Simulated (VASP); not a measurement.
Write the native input for VASP 6.6.1 that does the following.

| Property | Result |
| --- | --- |
| Task | single point |
| Functional | PBE |
| Potentials or basis | VASP PAW PBE potentials, release 64 (Hg, Te) |
| Cutoff | 500 eV |
| k mesh | 6 × 6 × 6 |
| Occupations | fermi-dirac, width 0.05 eV |
| Spin | no spin polarisation |
| Dipole correction | no |
| Further INCAR settings | ALGO = Normal; EDIFF = 1e-06; NBANDS = 16 |

The structure of HgTe lies in POSCAR:

```
HgTe
1.0
    0.0000000000      3.2300000000      3.2300000000
    3.2300000000      0.0000000000      3.2300000000
    3.2300000000      3.2300000000      0.0000000000
Hg Te
1 1
Direct
    0.0000000000      0.0000000000      0.0000000000
    0.7500000000      0.7500000000      0.7500000000
```

The input as run:

INCAR

```
ALGO = Normal
EDIFF = 1E-6
ENCUT = 500
GGA = PE
GGA_COMPAT = False
ISIF = 2
ISMEAR = -1
LASPH = True
LCHARG = False
LREAL = False
LWAVE = False
NBANDS = 16
NELM = 120
PREC = Accurate
SIGMA = 0.05
```

KPOINTS

```
k-points
0
Gamma
  6 6 6
```

Potentials or basis: VASP PAW PBE potentials, release 64 (Hg, Te).

Launch:

```sh
$ cat potpaw_PBE.64/Hg/POTCAR potpaw_PBE.64/Te/POTCAR > POTCAR
$ mpirun -np 1 vasp_std > vasp.out
```

It gave:

```yaml
Pressure: 3.9 GPa
Band_gap_on_the_k_mesh: zero (filled and empty bands touch)
```

Caveat: spin-orbit coupling is left out, which moves the levels of the heavy elements.

Wall time 17 s on 1 thread of Intel Xeon 6975P-C, on a shared host, peak memory 0.21 GiB.
